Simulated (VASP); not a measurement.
Input of a VASP 6.6.1 run:

POSCAR

```
Os
1.0
    2.7341000000      0.0000000000      0.0000000000
   -1.3670500000      2.3678000565      0.0000000000
    0.0000000000      0.0000000000      4.3197000000
Os
2
Direct
    0.6666666667      0.3333333333      0.7500000000
    0.3333333333      0.6666666667      0.2500000000
```

Contents of INCAR.step1:

```
SYSTEM = Os
PREC = Accurate ; ENCUT = 460
EDIFF = 1E-5 ; ISMEAR = -1
SIGMA = 0.05 ; LREAL = .FALSE.
LASPH = .TRUE. ; NELM = 120
ALGO = Normal ; ISIF = 2
LWAVE = .TRUE. ; LCHARG = .FALSE.
GGA = PE ; NBANDS = 23
GGA_COMPAT = .FALSE.
```

The input INCAR.step2:

```
SYSTEM = Os
PREC = Accurate ; ENCUT = 460
EDIFF = 1E-6 ; ISMEAR = -1
SIGMA = 0.05 ; LREAL = .FALSE.
LASPH = .TRUE. ; NELM = 120
ALGO = Normal ; ISIF = 2
LWAVE = .FALSE. ; LCHARG = .FALSE.
METAGGA = R2SCAN ; LHFCALC = .TRUE.
AEXX = 0.1 ; LMIXTAU = .TRUE.
PRECFOCK = Normal ; ISTART = 1
NBANDS = 23 ; GGA_COMPAT = .FALSE.
```

Contents of KPOINTS:

```
regular mesh
0
G
  6 6 3
  0 0 0
```

Potentials or basis: VASP PAW PBE potentials, release 64 (Os_sv_GW).

The run is started by

```bash
$ cat potpaw_PBE.64/Os_sv_GW/POTCAR > POTCAR
$ cp INCAR.step1 INCAR
$ mpirun -np 1 vasp_std > vasp.out
$ cp INCAR.step2 INCAR
$ mpirun -np 1 vasp_std > vasp.out
```

Task: What does it give for the pressure?

Result: -5.7 GPa.

Task: Predict the band gap on the k mesh.

Result: Zero (bands 16 and 17 overlap by 4.42 eV).

Stress tensor (GPa, compression positive):
```
-3.73  0.00  0.00
 0.00 -3.73  0.00
 0.00  0.00 -9.59
```

Caveat: the k points lie up to 0.48 Å⁻¹ apart, too coarse for converged energies and pressures of a metal; the PAW data sets were made with another functional, which shifts forces and pressure a little; spin-orbit coupling is left out, which moves the levels of the heavy elements.
